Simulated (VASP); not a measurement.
Set up this calculation in VASP 6.6.1, as the native input.

- Task: single point
- Functional: PBEsol
- Potentials or basis: VASP PAW PBE potentials, release 64 (Te, Cd)
- Cutoff: 520 eV
- k mesh: 7 × 7 × 7
- Occupations: fermi-dirac, width 0.05 eV
- Spin: non-collinear spin, zero start, spin-orbit coupling
- Starting moments: [[0.0, 0.0, 0.0], [0.0, 0.0, 0.0]] μB
- Dipole correction: no
- Further INCAR settings: ALGO = Normal; EDIFF = 1e-07; NBANDS = 30

The structure of CdTe lies in POSCAR:

```
CdTe
1.0
    0.0000000000      3.1834892848      3.1834892848
    3.1834892848      0.0000000000      3.1834892848
    3.1834892848      3.1834892848      0.0000000000
Te Cd
1 1
Direct
    0.7500000000      0.7500000000      0.7500000000
    0.0000000000      0.0000000000      0.0000000000
```

The input as run:

INCAR

```
PREC     = Accurate       # precision mode
ENCUT    = 520            # plane-wave cutoff, eV
EDIFF    = 1E-7           # SCF threshold, eV
ISMEAR   = -1             # smearing method
SIGMA    = 0.05           # smearing width, eV
LREAL    = False          # projectors in reciprocal space
LASPH    = True           # aspherical terms in the spheres
NELM     = 150            # most SCF steps
ALGO     = Normal         # electronic algorithm
ISIF     = 2              # what is computed and relaxed
LWAVE    = False          # write WAVECAR
LCHARG   = False          # write CHGCAR
LNONCOLLINEAR= True           # non-collinear magnetism
MAGMOM   = 0 0 0 0 0 0    # initial moments
LORBIT   = 11             # projections on sites
LSORBIT  = True           # spin-orbit coupling
GGA_COMPAT= False        
LORBMOM  = True         
GGA      = PS             # functional
NBANDS   = 30             # bands
```

KPOINTS

```
regular mesh
0
Gamma
  7 7 7
```

Potentials or basis: VASP PAW PBE potentials, release 64 (Te, Cd).

Command:

```sh
$ cat potpaw_PBE.64/Te/POTCAR potpaw_PBE.64/Cd/POTCAR > POTCAR
$ mpirun -np 1 vasp_ncl > vasp.out
```

It gave:

| Property | Result |
| --- | --- |
| Pressure | 2.9 GPa |
| Net moment | 0.00 μB per cell |
| Valence electrons inside the program's atomic spheres | Te 3.45; Cd 10.36 |

Caveat: the PAW data sets were made with another functional, which shifts forces and pressure a little.

Wall time 3.3 min on 1 thread of AMD EPYC 7R43 64-Core Processor (Zen 3), on a shared host, peak memory 0.38 GiB.
